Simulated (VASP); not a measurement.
## Si: single point with PBEsol-based screened hybrid with 25 % exact exchange

The system is Si.

```
Si
1.0
     2.53211    0.00000    0.00000
     0.00000    2.53211    0.00000
     0.00000    0.00000    2.53211
Si
1
Direct
  0.50000 0.50000 0.50000
```

This isn't the form of Si at room conditions, which is diamond.

| Property | Result |
| --- | --- |
| Program | VASP 6.6.1 |
| Task | single point |
| Functional | PBEsol-based screened hybrid with 25 % exact exchange |
| Potentials or basis | VASP PAW PBE potentials, release 64 (Si) |
| Cutoff | 520 eV |
| k mesh | 5 × 5 × 5 |
| Occupations | fermi-dirac, width 0.05 eV |
| Spin | no spin polarisation |

```yaml
Pressure: -0.2 GPa
Band_gap_on_the_k_mesh: zero (bands 2 and 3 overlap by 9.66 eV)
```

Levels at points of the mesh, in eV from the Fermi level:
```
           k point  band 1  band 2  band 3  band 4  band 5  band 6
(0.00, 0.00, 0.00)  -14.60    8.66    8.66    8.90    8.90    8.90
```

Run time: 16 s on 1 thread of Intel(R) Xeon(R) 6975P-C (Granite Rapids) (shared host), peak memory 0.21 GiB.

Caveat: the k points lie up to 0.50 Å⁻¹ apart, too coarse for converged energies and pressures of a metal; the PAW data sets were made with another functional, which shifts forces and pressure a little.
